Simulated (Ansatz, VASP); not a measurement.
**As in VASP and in Ansatz**

File INCAR:

```
SYSTEM = As
PREC = Accurate
ENCUT = 520
EDIFF = 1E-7
ISMEAR = 0
SIGMA = 0.15
LREAL = .FALSE.
LASPH = .TRUE.
NELM = 60
ALGO = Normal
ISIF = 2
LWAVE = .FALSE.
LCHARG = .FALSE.
GGA = CA
NBANDS = 8
```

The input KPOINTS:

```
regular mesh
0
G
  18 18 18
  0 0 0
```

File POSCAR:

```
As
1.0
    2.6225712921      0.0000000000      0.0000000000
    0.0000000000      2.6225712921      0.0000000000
    0.0000000000      0.0000000000      2.6225712921
As
1
Direct
    0.5000000000      0.5000000000      0.5000000000
```

Input for Ansatz:

```yaml
crystal:
  lattice:
    - [2.6225712921, 0.0, 0.0]
    - [0.0, 2.6225712921, 0.0]
    - [0.0, 0.0, 2.6225712921]
  atoms:
    - { symbol: As, position: [0.5, 0.5, 0.5] }
basis:
  ecutwfc: 420
kpoints:
  mp_grid: { grid: [18, 18, 18] }
hamiltonian:
  xc: lda
scf:
  occupations: { method: gaussian, width: 0.15 }
output:
  forces: true
  stress: true
  eigenvalues: true
```

Change from the starting cell: strain -0.030 along x and y, -0.030 along z, atoms carried along.

Alike in both runs: task single point; functional LDA; k mesh 18 × 18 × 18; occupations gaussian, width 0.15 eV; no spin polarisation.

```csv
,VASP,Ansatz
version,VASP 6.6.1,Ansatz 0.2.0
potentials or method,"VASP PAW LDA potentials, release 64 (As), cutoff 520 eV","scalar-relativistic, plane waves, PAW"
valence electrons in the cell,5,15
```

```tsv
	VASP	Ansatz	Ansatz less VASP
gap on the k mesh at the Fermi level (eV)	none	none	-
pressure (GPa)	6.8	6.3	-0.55
```

LDA's correlation is that of Perdew and Zunger in VASP and of Perdew and Wang (1992) in Ansatz. A gap of «none» marks a metal or a gap that the smearing closes. VASP's potentials hold 5 valence electrons a cell and Ansatz's 15, so a difference there can come from the potentials and not from the codes.
